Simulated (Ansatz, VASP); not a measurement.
RbBr: VASP beside Ansatz

File POSCAR:

```
RbBr
1.0
    4.1260773000      0.0000000000      0.0000000000
    0.0000000000      4.1260773000      0.0000000000
    0.0000000000      0.0000000000      4.1260773000
Rb Br
1 1
Direct
    0.0000000000      0.0000000000      0.0000000000
    0.5000000000      0.5000000000      0.5000000000
```

The input INCAR.step1:

```
SYSTEM = RbBr
PREC = Accurate
ENCUT = 520
EDIFF = 1E-5
ISMEAR = -1
SIGMA = 0.05
LREAL = .FALSE.
LASPH = .TRUE.
NELM = 60
ALGO = Normal
ISIF = 2
LWAVE = .TRUE.
LCHARG = .FALSE.
NBANDS = 15
GGA = PE
```

Contents of INCAR.step2:

```
SYSTEM = RbBr
PREC = Accurate
ENCUT = 520
EDIFF = 1E-7
ISMEAR = -1
SIGMA = 0.05
LREAL = .FALSE.
LASPH = .TRUE.
NELM = 60
ALGO = Normal
ISIF = 2
LWAVE = .FALSE.
LCHARG = .FALSE.
GGA = PE
LHFCALC = .TRUE.
AEXX = 0.1
HFSCREEN = 0.2
PRECFOCK = Normal
NBANDS = 15
ISTART = 1
```

File KPOINTS:

```
regular mesh
0
G
  4 4 4
  0 0 0
```

input.yaml

```yaml
crystal:
  lattice:
    - [4.1260773, 0.0, 0.0]
    - [0.0, 4.1260773, 0.0]
    - [0.0, 0.0, 4.1260773]
  atoms:
    - { symbol: Rb, position: [0.0, 0.0, 0.0] }
    - { symbol: Br, position: [0.5, 0.5, 0.5] }
hamiltonian:
  xc: { exchange: pbe, correlation: pbe, exx: { coeff: 0.1, omega: 0.2 } }
  pseudopotentials: { kind: paw }
kpoints:
  mp_grid: { grid: [4, 4, 4] }
scf:
  occupations: { method: fermi_dirac, width: 0.05 }
output:
  forces: true
  stress: true
  eigenvalues: true
```

Alike in both runs: task single point; functional PBE-based screened hybrid with a share of 0.1 of exact exchange and HFSCREEN = 0.2; k mesh 4 × 4 × 4; occupations fermi-dirac, width 0.05 eV; no spin polarisation.

```csv
,VASP,Ansatz
version,VASP 6.6.1,Ansatz 0.2.0
potentials or method,"VASP PAW PBE potentials, release 64 (Rb_sv, Br)",Ansatz PAW
plane-wave cutoff (eV),520,420
valence electrons in the cell,16,16
```

```tsv
	VASP	Ansatz	Ansatz less VASP
gap on the k mesh at the Fermi level (eV)	4.56	4.56	0.000
least direct gap on the mesh (eV)	4.71	4.71	-0.001
pressure (GPa)	0.7	0.7	-0.02
```

VASP's potentials were made for PBE, not for PBE-based screened hybrid. With one functional, cell and mesh, what is left measures potentials, basis and numerics.
